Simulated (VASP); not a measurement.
Write the native input for VASP 6.6.1 that does the following.

```
Task                   : single point
Functional             : PBE
Potentials or basis    : VASP PAW PBE potentials, release 64 (Ta_pv)
Cutoff                 : 520 eV
k mesh                 : 20 × 20 × 20
Occupations            : gaussian, width 0.15 eV
Spin                   : no spin polarisation
Dipole correction      : no
Further INCAR settings : ALGO = Fast; EDIFF = 1e-07; NBANDS = 12
```

The structure of Ta lies in POSCAR:

```
Ta
1.0
   -1.5852288000      1.7173312000      1.6512800000
    1.5852288000     -1.7173312000      1.6512800000
    1.5852288000      1.7173312000     -1.6512800000
Ta
1
Direct
    0.0000000000      0.0000000000      0.0000000000
```

This cell differs from its parent crystal: strain -0.0400 x Voigt [1, -1, 0, 0, 0, 0].

These files were run (other wordings do the same):

INCAR

```
ALGO = Fast
EDIFF = 1E-7
ENCUT = 520
GGA = PE
ISIF = 2
ISMEAR = 0
LASPH = True
LCHARG = False
LREAL = False
LWAVE = False
NBANDS = 12
NELM = 60
PREC = Accurate
SIGMA = 0.15
```

KPOINTS

```
k-points
0
Gamma
  20 20 20
```

Potentials or basis: VASP PAW PBE potentials, release 64 (Ta_pv).

Run with:

```bash
$ cat potpaw_PBE.64/Ta_pv/POTCAR > POTCAR
$ mpirun -np 1 vasp_std > vasp.out
```

Results of the run:

```
Pressure               : 4.0 GPa
Band gap on the k mesh : zero (an odd number of electrons rules out a gap without spin polarisation)
```

Caveat: the cell differs from its parent crystal (strain -0.0400 x Voigt [1, -1, 0, 0, 0, 0]); the stress differs along the axes, from -0 to 8 GPa; spin-orbit coupling is left out, which moves the levels of the heavy elements.

It took 4.6 min on 1 thread of Intel Xeon 8259CL, on a shared host, peak memory 0.35 GiB.
